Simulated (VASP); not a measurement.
Here is a VASP 6.6.1 calculation.

File INCAR:

```
SYSTEM = Al
  PREC = Accurate
  ENCUT = 520
  EDIFF = 1E-6
  ISMEAR = 0
  SIGMA = 0.15
  LREAL = .False.
  LASPH = .True.
  NELM = 100
  ALGO = Fast
  ISIF = 2
  LWAVE = .False.
  LCHARG = .False.
  GGA = PE
  IVDW = 12
  NBANDS = 18
```

The input KPOINTS:

```
Automatic mesh
0
Gamma
  18 18 3
  0 0 0
```

The input POSCAR:

```
Al
1.0
   -2.8035700760      0.0000000000      0.0000000000
   -1.4017850380     -2.4279629071      0.0000000000
   -2.1805545036     -1.6186419381     14.0252688885
Al
6
Direct
    0.6296222222      0.6111000000      0.0833500000
    0.4814740741      0.3888777778      0.4166833333
    0.3333259259      0.1666555556      0.7500166667
   -0.0740814815     -0.2777888889      0.9166833333
    0.2222148148      0.1666555556      0.2500166667
    0.0740666667     -0.0555666667      0.5833500000
```

Potentials or basis: VASP PAW PBE potentials, release 64 (Al).

Launch:

```sh
$ cat potpaw_PBE.64/Al/POTCAR > POTCAR
$ mpirun -np 1 vasp_std > vasp.out
```

(1) Estimate the dispersion energy per atom.

(2) Estimate the band gap on the k mesh.

(3) Predict the pressure.

(4) Estimate the largest force.

Answers

(1) -0.349 eV.

(2) zero (bands 9 and 10 overlap by 5.53 eV).

(3) 1.8 GPa.

(4) 1.369 eV/Å.

Caveat: forces of over 1 eV/Å act on the atoms, so gaps and moduli don't describe the material at rest.
